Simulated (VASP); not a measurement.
Mo:

```
CELL_PARAMETERS angstrom
-1.57365 1.57365 1.57365
1.57365 -1.57365 1.57365
1.57365 1.57365 -1.57365
ATOMIC_POSITIONS crystal
Mo 0.00000 0.00000 0.00000
```

| Property | Result |
| --- | --- |
| Program | VASP 6.6.1 |
| Task | relaxation of cell and atoms |
| Functional | BLYP |
| Potentials or basis | VASP PAW PBE potentials, release 64 (Mo_sv) |
| Cutoff | 600 eV |
| k mesh | 14 × 14 × 14 |
| Occupations | fermi-dirac, width 0.1 eV |
| Spin | no spin polarisation |

At the start: pressure 14.8 GPa; volume 15.59 Å³/atom.

Task: Where does the relaxation end?

Result: Over 4 steps the energy falls by 39.7 meV/atom and the volume is 16.50 Å³/atom (+5.8 %); space group Im-3m (No. 229, to 0.05 Å).

Step by step:
```
step  energy change (eV)  largest force (eV/Å)  pressure (GPa)  volume (Å³)
   1              0.0000                0.0000           14.77        15.59
   2              0.1829                0.0000          -24.36        19.06
   3             -0.0396                0.0000           -0.72        16.54
   4             -0.0397                0.0000           -0.05        16.50
```

Final structure:
```
Mo
1.0
    -1.60364    1.60364    1.60364
     1.60364   -1.60364    1.60364
     1.60364    1.60364   -1.60364
Mo
1
Cartesian
  0.0000 0.0000 0.0000
```

Caveat: the PAW data sets were made with another functional, which shifts forces and pressure a little.
